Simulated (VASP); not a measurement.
Input of a VASP 6.6.1 run:

INCAR

```
SYSTEM = BN
  PREC = Accurate
  ENCUT = 520
  EDIFF = 1E-7
  ISMEAR = 0
  SIGMA = 0.02
  LREAL = .FALSE.
  LASPH = .TRUE.
  NELM = 60
  ALGO = Normal
  ISIF = 2
  LWAVE = .FALSE.
  LCHARG = .FALSE.
  GGA = PE
  NBANDS = 11
```

Contents of KPOINTS:

```
Automatic mesh
0
G
  12 12 12
  0 0 0
```

The input POSCAR:

```
BN
1.0
    0.0000000000      1.7527187168      1.7527187168
    1.7527187168      0.0000000000      1.7527187168
    1.8252387568      1.8252387568     -0.0725200400
B N
1 1
Direct
   -0.0095535017     -0.0095535017      0.0286605050
    0.7595535017      0.7595535017      0.7213394950
```

Potentials or basis: VASP PAW PBE potentials, release 64 (B, N).

The run is started by

```console
$ cat potpaw_PBE.64/B/POTCAR potpaw_PBE.64/N/POTCAR > POTCAR
$ mpirun -np 1 vasp_std > vasp.out
```

(1) Predict the pressure.

(2) Predict the band gap on the k mesh.

Results:

(1) 17.3 GPa.

(2) 3.31 eV, indirect (least direct gap 7.93 eV).

Caveat: the cell differs from its parent crystal (strained and its atoms moved); forces of over 1 eV/Å act on the atoms, so gaps and moduli don't describe the material at rest.
